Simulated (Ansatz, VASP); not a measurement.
**BN: VASP beside Ansatz**

```
CELL_PARAMETERS angstrom
-2.55394 0.00000 0.00000
1.27697 -2.21178 0.00000
-2.55407 1.47459 12.68056
ATOMIC_POSITIONS crystal
B 0.18063 0.81937 0.22904
B 0.95840 0.04160 0.56237
B 0.73616 0.26384 0.89571
B 0.62508 0.37492 0.06237
B 0.40285 0.59715 0.39571
B 0.18061 0.81939 0.72904
N 0.26385 0.73615 0.10423
N 0.04161 0.95839 0.43756
N 0.81938 0.18062 0.77089
N 0.04160 0.95840 0.93756
N 0.48606 0.51394 0.27089
N 0.26383 0.73617 0.60423
```

Alike in both runs: task single point; functional PBE; k mesh 10 × 10 × 2; occupations gaussian, width 0.05 eV; no spin polarisation.

|  | VASP | Ansatz |
| --- | --- | --- |
| version | VASP 6.6.1 | Ansatz 0.2.0 |
| potentials or method | VASP PAW PBE potentials, release 64 (B, N), cutoff 520 eV | scalar-relativistic, plane waves, PAW |
| valence electrons in the cell | 48 | 48 |

```csv
,VASP,Ansatz,Ansatz less VASP
gap on the k mesh at the Fermi level (eV),2.79,2.79,+0.001
least direct gap on the mesh (eV),4.34,4.34,+0.003
pressure (GPa),0.0,-0.2,-0.22
"traceless stress, the component that is largest in VASP (GPa)",7.51,7.59,+0.078
rms of the force components (eV/Å),0.346,0.349,+0.0032
```

Atom by atom the forces differ by 0.004 eV/Å (rms over components). The functional is the same, so the differences come from potentials, cutoffs and numerics.
